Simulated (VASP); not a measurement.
Na2B5:

```
CELL_PARAMETERS angstrom
4.39876 0.00000 0.00000
-1.83218 4.08154 0.00000
-0.68199 -2.25952 7.24279
ATOMIC_POSITIONS crystal
Na 0.37793 0.82684 0.72390
Na 0.62207 0.17316 0.27610
B 0.19819 0.61096 0.01275
B 0.50000 0.50000 0.00000
B 0.05626 0.19554 0.99530
B 0.94374 0.80446 0.00470
B 0.80181 0.38904 0.98725
```

- Program: VASP 6.6.1
- Task: relaxation of cell and atoms
- Functional: PBE
- Potentials or basis: VASP PAW PBE potentials, release 64 (Na_pv, B)
- Cutoff: 600 eV
- k mesh: 4 × 4 × 4
- Occupations: gaussian, width 0.1 eV
- Spin: no spin polarisation

At the start: pressure 0.1 GPa; volume 18.58 Å³/atom.

Question: Where does the relaxation end?

Answer: Over 8 steps the energy falls by 7.2 meV/atom; space group P-1 (No. 2, to 0.05 Å).

Step by step:
| step | energy change (eV) | largest force (eV/Å) | pressure (GPa) | volume (Å³) |
| --- | --- | --- | --- | --- |
| 1 | 0.0000 | 1.1378 | 0.07 | 130.04 |
| 2 | 0.0355 | 1.7664 | 0.36 | 130.18 |
| 3 | -0.0415 | 0.2467 | 0.05 | 130.10 |
| 4 | -0.0488 | 0.1476 | -0.01 | 130.19 |
| 5 | -0.0490 | 0.0948 | 0.00 | 130.18 |
| 6 | -0.0496 | 0.1226 | -0.10 | 130.19 |
| 7 | -0.0496 | 0.0784 | -0.07 | 130.19 |
| 8 | -0.0503 | 0.0335 | 0.01 | 130.06 |

Final structure:
```xyz
7
Lattice="4.3983 -0.0269 0.0099 -1.8569 4.0979 -0.0014 -0.6518 -2.2534 7.2333" Properties=species:S:1:pos:R:3 pbc="T T T"
Na   -0.3452    1.7454    5.2462
Na    2.2349    0.0722    1.9956
B    -0.2513    2.4538    0.0895
B     1.2707    2.0355    0.0042
B    -0.7442   -1.4272    7.2053
B     2.6339    3.2448    0.0365
B     2.1409   -0.6362    7.1523
```

Caveat: the k points lie up to 0.40 Å⁻¹ apart in the final cell.
